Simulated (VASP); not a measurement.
A run of VASP 6.6.1:

File INCAR:

```
SYSTEM = W
  PREC = Accurate
  ENCUT = 520
  EDIFF = 1E-6
  ISMEAR = 0
  SIGMA = 0.1
  LREAL = .FALSE.
  LASPH = .TRUE.
  NELM = 80
  ALGO = Fast
  ISIF = 2
  LWAVE = .FALSE.
  LCHARG = .TRUE.
  GGA = PS
  LELF = .TRUE.
  LVHAR = .TRUE.
  NBANDS = 13
```

File KPOINTS:

```
Automatic mesh
0
G
  18 18 18
  0 0 0
```

The input POSCAR:

```
W
1.0
   -1.5771801407      1.5771801407      1.5771801407
    1.5771801407     -1.5771801407      1.5771801407
    1.5771801407      1.5771801407     -1.5771801407
W
1
Direct
    0.0000000000      0.0000000000      0.0000000000
```

Potentials or basis: VASP PAW PBE potentials, release 64 (W_sv).

Run with:

```sh
$ cat potpaw_PBE.64/W_sv/POTCAR > POTCAR
$ mpirun -np 1 vasp_std > vasp.out
```

Hardware: 1 thread of AMD EPYC 7R43 64-Core Processor (Zen 3) (shared host).

Q: How long does it take, and how much memory?

A: Run time: 40 s on 1 thread of AMD EPYC 7R43 64-Core Processor (Zen 3), with other jobs on the host, peak memory 0.11 GiB. Counts: scf iterations 13, k points 195.
